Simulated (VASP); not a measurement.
# Ge (Fd-3m) in VASP: a series of runs, part 2 of 2

VASP 6.6.1. Earlier steps stand in the parts before.

### Step 3. Single point, r2SCAN

This run uses another cell than the first one, of 17.13 Å³/atom, 1.080 times its volume.

The input, POSCAR:

```
Ge
1.0
    0.0000000000      2.5776254384      2.5776254384
    2.5776254384      0.0000000000      2.5776254384
    2.5776254384      2.5776254384      0.0000000000
Ge
2
Direct
    0.0000000000      0.0000000000      0.0000000000
    0.2500000000      0.2500000000      0.2500000000
```

The input, INCAR.step1:

```
ALGO = Normal
EDIFF = 1E-4
ENCUT = 520
GGA = PE
ISMEAR = 1
LASPH = T
LCHARG = F
LREAL = F
LWAVE = T
NBANDS = 21
NELM = 80
PREC = Accurate
SIGMA = 0.05
```

The input, INCAR.step2:

```
ALGO = Normal
EDIFF = 1E-7
ENCUT = 520
ISIF = 2
ISMEAR = 1
ISTART = 1
LASPH = T
LCHARG = T
LELF = T
LMIXTAU = T
LREAL = F
LVHAR = T
LWAVE = F
METAGGA = R2SCAN
NBANDS = 21
NELM = 80
PREC = Accurate
SIGMA = 0.05
```

The input, KPOINTS:

```
k-points
0
Gamma
  6 6 6
```

Potentials or basis: VASP PAW PBE potentials, release 64 (Ge_d).

On the command line:

```
cat potpaw_PBE.64/Ge_d/POTCAR > POTCAR
cp INCAR.step1 INCAR
mpirun -np 1 vasp_std > vasp.out
cp INCAR.step2 INCAR
mpirun -np 1 vasp_std > vasp.out
```

OUTCAR:

```text
EDIFF = 1E-7
   ENCUT = 520
   ISIF = 2
   ISMEAR = 1
   ISTART = 1
   LASPH = T
   LREAL = F
   METAGGA = R2SCAN
   NELM = 80
   PREC = Accurate

 ion  position               nearest neighbor table
   1  0.000  0.000  0.000-   2 2.23   2 2.23   2 2.23   2 2.23
   2  0.250  0.250  0.250-   1 2.23   1 2.23   1 2.23   1 2.23

  LATTYP: Found a face centered cubic cell.
 ALAT       =     5.1552508768

  Lattice vectors:

 A1 = (   0.0000000000,   2.5776254384,   2.5776254384)
[... 560 lines left out ...]

------------------------ aborting loop because EDIFF is reached ----------------------------------------

  FORCE on cell =-STRESS in cart. coord.  units (eV):
  Direction    XX          YY          ZZ          XY          YZ          ZX
  --------------------------------------------------------------------------------------
  -------------------------------------------------------------------------------------
  Total        8.5923275      8.5923275      8.5923275      0.0000000     -0.0000000      0.0000000
  in kB      401.9129327    401.9129327    401.9129327      0.0000000     -0.0000000      0.0000000
  external PRESSURE =     401.9129327 kB  Pullay stress =       0.0000000 kB

 VOLUME and BASIS-vectors are now :
 -----------------------------------------------------------------------------
  energy-cutoff  :      520.00
  volume of cell :       34.25
      direct lattice vectors                 reciprocal lattice vectors
     0.000000000  2.577625438  2.577625438    -0.193976981  0.193976981  0.193976981
     2.577625438  0.000000000  2.577625438     0.193976981 -0.193976981  0.193976981
     2.577625438  2.577625438  0.000000000     0.193976981  0.193976981 -0.193976981

 POSITION                                       TOTAL-FORCE (eV/Angst)
 -----------------------------------------------------------------------------------
      0.00000      0.00000      0.00000         0.000000      0.000000      0.000000
      1.28881      1.28881      1.28881        -0.000000     -0.000000     -0.000000
 -----------------------------------------------------------------------------------
    total drift:                                0.000000      0.000000      0.000000

  FREE ENERGIE OF THE ION-ELECTRON SYSTEM (eV)
  ---------------------------------------------------
  free  energy   TOTEN  =       -26.6001916105 eV

  energy  without entropy=      -26.6002318739  energy(sigma->0) =      -26.60020503
```

OUTCAR.step1:

```text
EDIFF = 1E-4
   ENCUT = 520
   GGA = PE
   ISMEAR = 1
   LASPH = T
[... 595 lines left out ...]
 -----------------------------------------------------------------------------------
      0.00000      0.00000      0.00000        -0.000000     -0.000000     -0.000000
      1.28881      1.28881      1.28881         0.000000      0.000000      0.000000
 -----------------------------------------------------------------------------------
    total drift:                                0.000000      0.000000      0.000000

  FREE ENERGIE OF THE ION-ELECTRON SYSTEM (eV)
  ---------------------------------------------------
  free  energy   TOTEN  =        -7.6619590712 eV

  energy  without entropy=       -7.6620000295  energy(sigma->0) =       -7.66197272
```

OSZICAR.step1:

```text
N       E                     dE             d eps       ncg     rms          rms(c)
DAV:   1     0.182303135761E+03    0.18230E+03   -0.14187E+04   792   0.405E+03
DAV:   2     0.160628811138E+02   -0.16624E+03   -0.16042E+03   672   0.610E+02
DAV:   3    -0.720658816270E+01   -0.23269E+02   -0.23039E+02   732   0.137E+02
DAV:   4    -0.786667960795E+01   -0.66009E+00   -0.65959E+00   772   0.269E+01
DAV:   5    -0.787576831810E+01   -0.90887E-02   -0.90876E-02   742   0.328E+00    0.467E+00
DAV:   6    -0.773051900709E+01    0.14525E+00   -0.44635E-02   825   0.117E+00    0.276E+00
DAV:   7    -0.765996158577E+01    0.70557E-01   -0.90517E-02   845   0.208E+00    0.176E-01
DAV:   8    -0.766165474748E+01   -0.16932E-02   -0.65759E-03   752   0.616E-01    0.668E-02
DAV:   9    -0.766195892146E+01   -0.30417E-03   -0.31710E-04   594   0.942E-02    0.181E-02
DAV:  10    -0.766195907116E+01   -0.14970E-06   -0.89996E-06   456   0.614E-02
   1 F= -.76619591E+01 E0= -.76619727E+01  d E =0.409583E-04
```

It took 60 s on 1 thread of Intel Xeon Platinum 8259CL at 2.50GHz (Skylake/Cascade Lake), shared host; peak memory 0.16 GiB.

What came out:

```yaml
Free_energy: -26.6002 eV
Pressure: 40.2 GPa
Band_gap_on_the_k_mesh: 0.40 eV, indirect (least direct gap 2.72 eV)
```

Levels at points of the mesh, in eV from the valence-band top:
```
           k point  band 11  band 12  band 13  band 14  band 15  band 16  band 17  band 18
(0.00, 0.00, 0.00)   -15.90     0.00     0.00     0.00     2.72     2.72     2.72     3.32
(0.50, 0.00, 0.00)   -12.87    -9.64    -2.02    -2.02     1.49     4.00     4.00     7.67
(0.50, 0.50, 0.00)   -10.59   -10.59    -4.44    -4.44     0.46     0.46    12.67    12.67
```

Caveat: the PAW data sets were made with another functional, which shifts forces and pressure a little. A k mesh can miss the band edges.
